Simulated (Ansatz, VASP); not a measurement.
**One calculation of Ta, two programs**

```
CELL_PARAMETERS angstrom
-1.65128 1.65128 1.65128
1.65128 -1.65128 1.65128
1.65128 1.65128 -1.65128
ATOMIC_POSITIONS crystal
Ta 0.00000 0.00000 0.00000
```

Alike in both runs: task single point; functional r2SCANh; k mesh 6 × 6 × 6; occupations fermi-dirac, width 0.05 eV; no spin polarisation.

```csv
,VASP,Ansatz
version,VASP 6.6.1,Ansatz 0.2.0
potentials or method,"VASP PAW PBE potentials, release 64 (Ta_pv)",Ansatz PAW
plane-wave cutoff (eV),520,500
valence electrons in the cell,11,13
```

```csv
,VASP,Ansatz,Ansatz less VASP
gap on the k mesh at the Fermi level (eV),none,none,-
pressure (GPa),3.9,3.9,+0.03
```

VASP's potentials were made for PBE, not for r2SCANh. A gap of «none» marks a metal or a gap that the smearing closes. With one functional, cell and mesh, what is left measures potentials, basis and numerics. VASP's potentials hold 11 valence electrons a cell and Ansatz's 13, so a difference there can come from the potentials and not from the codes.

The k mesh is coarse, so the values compare programs but aren't converged. Neither program's run includes spin-orbit coupling.
